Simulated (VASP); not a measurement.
# KZnWO4 (F-43m) in VASP: further runs, part 2 of 2

VASP 6.6.1. Earlier steps stand in the parts before.

## 4. Relaxation of cell and atoms, PBE

This run uses another cell than the first one, of 24.60 Å³/atom.

The input, INCAR:

```
SYSTEM = KZnWO4
  PREC = Accurate
  ENCUT = 600
  EDIFF = 1E-6
  ISMEAR = 0
  SIGMA = 0.1
  LREAL = .False.
  LASPH = .True.
  NELM = 60
  ALGO = Normal
  ISIF = 3
  LWAVE = .False.
  LCHARG = .False.
  GGA = PE
  IBRION = 2
  NSW = 90
  EDIFFG = -0.04
```

The input, KPOINTS:

```
Automatic mesh
0
Gamma
  4 4 4
  0 0 0
```

The input, POSCAR:

```
KZnWO4
1.0
    0.0000000000      4.4158022600      4.4158022600
    4.4158022600      0.0000000000      4.4158022600
    4.4158022600      4.4158022600      0.0000000000
K Zn W O
1 1 1 4
Direct
    0.2500000000      0.2500000000      0.2500000000
    0.0000000000      0.0000000000      0.0000000000
    0.7500000000      0.7500000000      0.7500000000
    0.8663176800      0.8663176800      0.4010469500
    0.4010469500      0.8663176800      0.8663176800
    0.8663176800      0.8663176800      0.8663176800
    0.8663176800      0.4010469500      0.8663176800
```

Potentials or basis: VASP PAW PBE potentials, release 64 (K_sv, Zn, W_sv, O).

Command:

```console
$ cat potpaw_PBE.64/K_sv/POTCAR potpaw_PBE.64/Zn/POTCAR potpaw_PBE.64/W_sv/POTCAR potpaw_PBE.64/O/POTCAR > POTCAR
$ mpirun -np 1 vasp_std > vasp.out
```

OUTCAR:

```text
SYSTEM = KZnWO4
   PREC = Accurate
   ENCUT = 600
   EDIFF = 1E-6
   ISMEAR = 0
   LREAL = .False.
   LASPH = .True.
   NELM = 60
   ISIF = 3
   GGA = PE
   IBRION = 2
   NSW = 90
   EDIFFG = -0.04

 ion  position               nearest neighbor table
   1  0.250  0.250  0.250-
   2  0.000  0.000  0.000-   4 2.04   5 2.04   7 2.04   6 2.04
   3  0.750  0.750  0.750-   6 1.78   5 1.78   4 1.78   7 1.78
   4  0.866  0.866  0.401-   3 1.78   2 2.04
   5  0.401  0.866  0.866-   3 1.78   2 2.04
   6  0.866  0.866  0.866-   3 1.78   2 2.04
   7  0.866  0.401  0.866-   3 1.78   2 2.04

  LATTYP: Found a face centered cubic cell.
 ALAT       =     8.8316045200

  Lattice vectors:

 A1 = (   0.0000000000,   4.4158022600,   4.4158022600)
 A2 = (   4.4158022600,   0.0000000000,   4.4158022600)
 A3 = (   4.4158022600,   4.4158022600,   0.0000000000)

[... 287 lines left out ...]

  energy  without entropy=      -46.5460554116  energy(sigma->0) =      -46.56098976

[... ionic steps 4 to 7 ...]

--------------------------------------- Ionic step        8  -------------------------------------------

 number of electron      59.0000003 magnetization

------------------------ aborting loop because EDIFF is reached ----------------------------------------
[... 77 lines left out ...]
--------------------------------------- Ionic step       10  -------------------------------------------

 number of electron      59.0000003 magnetization

 Free energy of the ion-electron system (eV)
  ---------------------------------------------------
  ext. energy  EPLUGINS =         0.00000000
  ---------------------------------------------------
  free energy    TOTEN  =       -46.61708315 eV

  energy without entropy =      -46.58229424  energy(sigma->0) =      -46.59968869

 E-fermi :   2.5859     XC(G=0):  -7.4698

 val. band max:        2.4868267815   @ k =   0.5000   0.5000   0.0000
 cond. band min:       2.6075716937   @ k =  -0.2500   0.2500   0.0000
 fundamental gap:      0.1207449122
 Fermi energy:         2.5858854836

 k-point     1 :       0.0000    0.0000    0.0000
  band No.  band energies     occupation
      1     -75.1159      2.00000
      2     -39.4946      2.00000
      3     -39.4946      2.00000
      4     -39.4946      2.00000
      5     -30.2968      2.00000
      6     -18.7073      2.00000
[... 327 lines left out ...]
  FREE ENERGIE OF THE ION-ELECTRON SYSTEM (eV)
  ---------------------------------------------------
  free  energy   TOTEN  =       -46.6170831530 eV

  energy  without entropy=      -46.5822942351  energy(sigma->0) =      -46.59968869

 reached required accuracy - stopping structural energy minimisation
```

OSZICAR:

```text
N       E                     dE             d eps       ncg     rms          rms(c)
DAV:   1     0.640180501433E+03    0.64018E+03   -0.32654E+04   600   0.184E+03
DAV:   2     0.101273248413E+02   -0.63005E+03   -0.61777E+03   691   0.478E+02
DAV:   3    -0.535979401386E+02   -0.63725E+02   -0.63391E+02   614   0.158E+02
[... 105 lines left out ...]
DAV:   2    -0.466173843617E+02   -0.34942E-02   -0.47590E-02   720   0.167E+00    0.665E-01
DAV:   3    -0.466170664827E+02    0.31788E-03   -0.11616E-03   808   0.318E-01    0.189E-01
DAV:   4    -0.466170855710E+02   -0.19088E-04   -0.46157E-04   666   0.146E-01    0.328E-02
DAV:   5    -0.466170824082E+02    0.31627E-05   -0.46233E-05   824   0.847E-02    0.225E-02
DAV:   6    -0.466170831530E+02   -0.74484E-06   -0.59378E-06   594   0.262E-02
  10 F= -.46617083E+02 E0= -.46599689E+02  d E =-.827164E-03
```

CONTCAR:

```text
KZnWO4
   1.00000000000000
     0.0000000000000000    4.3658353309345479    4.3658353309345479
     4.3658353309345479    0.0000000000000000    4.3658353309345479
     4.3658353309345479    4.3658353309345479   -0.0000000000000000
  K               Zn              W               O
     1     1     1     4
Direct
     0.2500000000000000    0.2500000000000000    0.2500000000000000
     1.0000000000000000    0.0000000000000000    0.0000000000000000
     0.7500000000000000    0.7500000000000000    0.7500000000000000
     0.8701213616349986    0.8701213616349986    0.3896359050950099
     0.3896359050950099    0.8701213616349986    0.8701213616349986
     0.8701213616349986    0.8701213616349986    0.8701213616349986
     0.8701213616349986    0.3896359050950099    0.8701213616349986

  0.00000000E+00  0.00000000E+00  0.00000000E+00
  0.00000000E+00  0.00000000E+00  0.00000000E+00
  0.00000000E+00  0.00000000E+00  0.00000000E+00
  0.00000000E+00  0.00000000E+00  0.00000000E+00
  0.00000000E+00  0.00000000E+00  0.00000000E+00
  0.00000000E+00  0.00000000E+00  0.00000000E+00
  0.00000000E+00  0.00000000E+00  0.00000000E+00
```

Wall time 5.1 min (1 thread of Oxide Virtual Turin-like, shared host); peak memory 0.38 GiB.

What came out:

```
Free energy                           : -46.6171 eV
Relaxed volume                        : 23.78 Å³/atom
Relaxed cell                          : a = 6.174 Å, b = 6.174 Å, c = 6.174 Å, α = 60.00°, β = 60.00°, γ = 60.00°
Space group after relaxing (to 0.1 Å) : F-43m (No. 216)
Energy gained by relaxing             : 17.4 meV/atom
Ionic steps                           : 10
Pressure after relaxing               : 0.1 GPa
Band gap on the k mesh                : zero (an odd number of electrons rules out a gap without spin polarisation)
```

Step by step:
| step | energy change (eV) | largest force (eV/Å) | pressure (GPa) | volume (Å³) |
| --- | --- | --- | --- | --- |
| 1 | 0.0000 | 1.4602 | 2.33 | 172.21 |
| 2 | 0.2325 | 1.7299 | -6.21 | 181.27 |
| 3 | -0.0809 | 0.1171 | -0.97 | 175.04 |
| 4 | -0.0811 | 0.1605 | -0.84 | 174.93 |
| 5 | -0.0987 | 0.1682 | -0.62 | 172.44 |
| 6 | -0.1203 | 0.0880 | 0.52 | 165.26 |
| 7 | -0.1211 | 0.1305 | 0.22 | 166.77 |
| 8 | -0.1213 | 0.1210 | 0.31 | 166.36 |
| 9 | -0.1157 | 0.3395 | -0.67 | 166.62 |
| 10 | -0.1221 | 0.0002 | 0.06 | 166.43 |

Final structure:
```
K Zn W O
1.0
     0.00000    4.36584    4.36584
     4.36584    0.00000    4.36584
     4.36584    4.36584    0.00000
K Zn W O
1 1 1 4
Direct
  0.25000 0.25000 0.25000
  0.00000 0.00000 0.00000
  0.75000 0.75000 0.75000
  0.87012 0.87012 0.38964
  0.38964 0.87012 0.87012
  0.87012 0.87012 0.87012
  0.87012 0.38964 0.87012
```

Levels at points of the mesh, in eV from the Fermi level:
```tsv
k point	band 27	band 28	band 29	band 30	band 31	band 32
(0.00, 0.00, 0.00)	-4.98	-4.98	-4.98	-1.01	0.36	0.36
(0.50, 0.00, 0.00)	-5.03	-5.03	-4.98	0.19	0.35	0.35
(0.50, 0.50, 0.00)	-5.04	-5.01	-5.01	-0.10	0.52	0.59
```

Caveat: spin-orbit coupling is left out, which moves the levels of the heavy elements; an odd number of electrons without spin polarisation forces a metal; a magnetic or distorted state may lie lower.

## 5. Relaxation of cell and atoms, PBE

The input, INCAR:

```
  PREC = Accurate
  ENCUT = 600
  EDIFF = 1E-6
  ISMEAR = 0
  SIGMA = 0.1
  LREAL = False
  LASPH = True
  NELM = 60
  ALGO = Normal
  ISIF = 3
  LWAVE = False
  LCHARG = False
  GGA = PE
  IBRION = 2
  NSW = 100
  EDIFFG = -0.01
```

The input, KPOINTS:

```
Automatic mesh
0
Gamma
  8 8 8
```

The input, POSCAR:

```
KZnWO4
1.0
    0.0000000000      4.3490668889      4.3490668889
    4.3490668889      0.0000000000      4.3490668889
    4.3490668889      4.3490668889      0.0000000000
K Zn W O
1 1 1 4
Direct
    0.7500000000      0.7500000000      0.7500000000
    0.0000000000      0.0000000000      0.0000000000
    0.2500000000      0.2500000000      0.2500000000
    0.1299357151      0.1299357151      0.1299357151
    0.1299357151      0.1299357151      0.6101928547
    0.1299357151      0.6101928547      0.1299357151
    0.6101928547      0.1299357151      0.1299357151
```

Command:

```console
$ cat potpaw_PBE.64/K_sv/POTCAR potpaw_PBE.64/Zn/POTCAR potpaw_PBE.64/W_sv/POTCAR potpaw_PBE.64/O/POTCAR > POTCAR
$ mpirun -np 1 vasp_std > vasp.out
```

It took 9.7 min on 1 thread of Oxide Virtual Turin-like, shared host; peak memory 0.49 GiB.

It converged, with:

```yaml
Free_energy: -46.6118 eV
Relaxed_volume: 23.84 Å³/atom
Relaxed_cell: a = 6.180 Å, b = 6.180 Å, c = 6.180 Å, α = 60.00°, β = 60.00°, γ = 60.00°
Space_group_after_relaxing_to_0.1_Å: F-43m (No. 216)
Energy_gained_by_relaxing: 0.9 meV/atom
Ionic_steps: 6
Pressure_after_relaxing: 0.0 GPa
Largest_force_after_relaxing: 0.004 eV/Å
Band_gap_on_the_k_mesh: zero (an odd number of electrons rules out a gap without spin polarisation)
```

Forces in eV/Å, atoms in the order of the input:
```
K    0.000  0.000  0.000
Zn   0.000  0.000  0.000
W    0.000  0.000  0.000
O    0.002  0.002  0.002
O   -0.002 -0.002  0.002
O   -0.002  0.002 -0.002
O    0.002 -0.002 -0.002
```

Step by step:
| step | energy change (eV) | largest force (eV/Å) | pressure (GPa) | volume (Å³) |
| --- | --- | --- | --- | --- |
| 1 | 0.0000 | 0.1571 | 0.94 | 164.52 |
| 2 | 0.0077 | 0.4887 | -1.14 | 167.84 |
| 3 | -0.0045 | 0.0948 | 0.12 | 165.76 |
| 4 | -0.0058 | 0.0386 | 0.05 | 166.43 |
| 5 | -0.0060 | 0.0127 | 0.01 | 166.75 |
| 6 | -0.0060 | 0.0040 | 0.00 | 166.87 |

Final structure:
```
CELL_PARAMETERS angstrom
0.00000 4.36967 4.36967
4.36967 0.00000 4.36967
4.36967 4.36967 0.00000
ATOMIC_POSITIONS crystal
K 0.75000 0.75000 0.75000
Zn 0.00000 0.00000 0.00000
W 0.25000 0.25000 0.25000
O 0.13011 0.13011 0.13011
O 0.13011 0.13011 0.60966
O 0.13011 0.60966 0.13011
O 0.60966 0.13011 0.13011
```

Levels at points of the mesh, in eV from the Fermi level:
```
           k point  band 26  band 27  band 28  band 29  band 30  band 31  band 32  band 33  band 34  band 35
(0.00, 0.00, 0.00)    -6.36    -4.96    -4.96    -4.96    -0.98     0.38     0.38     2.09     2.09     2.09
(0.50, 0.00, 0.00)    -5.51    -5.01    -5.01    -4.95     0.20     0.37     0.37     1.05     1.55     2.00
(0.50, 0.50, 0.00)    -5.47    -5.02    -4.99    -4.99    -0.08     0.52     0.61     1.64     1.65     1.66
```

Caveat: spin-orbit coupling is left out, which moves the levels of the heavy elements; an odd number of electrons without spin polarisation forces a metal; a magnetic or distorted state may lie lower.

## 6. The runs side by side

| task | cell | k mesh | cutoff (eV) | gap on the mesh (eV) | pressure (GPa) | relaxed volume (Å³/atom) | largest force (eV/Å) |
| --- | --- | --- | --- | --- | --- | --- | --- |
| single point | a = 6.151 Å, angles 60.0°, 7 atoms, atomic positions A | 4 × 4 × 4 | 520 | none | 1.1 | - | 0.25 |
| single point | a = 6.169 Å, angles 60.0°, 7 atoms, atomic positions B | 8 × 8 × 8 | 520 | none | 0.9 | - | 0.32 |
| relaxation of cell and atoms | relaxed from a = 6.245 Å, angles 60.0°, 7 atoms, atomic positions C | 4 × 4 × 4 | 600 | none | 0.1 | 23.78 | - |
| relaxation of cell and atoms | relaxed from a = 6.151 Å, angles 60.0°, 7 atoms, atomic positions A | 8 × 8 × 8 | 600 | none | 0.0 | 23.84 | - |

Alike in all rows: level PBE; potentials or basis VASP PAW PBE potentials, release 64 (K_sv, Zn, W_sv, O); no spin polarisation; smearing gaussian 0.1 eV.

Caveats: spin-orbit coupling is left out, which moves the levels of the heavy elements; an odd number of electrons without spin polarisation forces a metal; a magnetic or distorted state may lie lower.

Total energies depend on the potentials used, so only differences within one code and one set of settings carry meaning.

The gap in the log of VASP goes by the Fermi energy; the results here count the filled bands.